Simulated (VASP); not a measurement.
Ti, 2 atoms in the cell. Symmetry: P6_3/mmc, No. 194, hexagonal system. Conventional cell: a = 2.961 Å, b = 2.961 Å, c = 4.688 Å, α = 90.00°, β = 90.00°, γ = 120.00°. Within 3.8 Å of Ti (site symmetry -6m2) lie 12 Ti at 2.90 to 2.96 Å. 

| Property | Result |
| --- | --- |
| Program | VASP 6.6.1 |
| Task | single point |
| Functional | BLYP |
| Potentials or basis | VASP PAW PBE potentials, release 64 (Ti_sv) |
| Cutoff | 500 eV |
| k mesh | 6 × 6 × 4 |
| Occupations | fermi-dirac, width 0.1 eV |
| Spin | collinear spin |
| Starting moments | [1.0, 1.0] μB |
| Dipole correction | no |
| Further INCAR settings | ALGO = Normal; EDIFF = 1e-06; NBANDS = 23 |

Potentials or basis: VASP PAW PBE potentials, release 64 (Ti_sv).

Command:

```sh
$ cat potpaw_PBE.64/Ti_sv/POTCAR > POTCAR
$ mpirun -np 1 vasp_std > vasp.out
```

Hardware: 1 thread of Intel(R) Xeon(R) 6975P-C (Granite Rapids) (shared host).

Problem. How long does it take, and how much memory?

Solution. Wall time 20 s on 1 thread of Intel(R) Xeon(R) 6975P-C (Granite Rapids), with other jobs on the host, peak memory 0.17 GiB. Counts: scf iterations 15, k points 21.
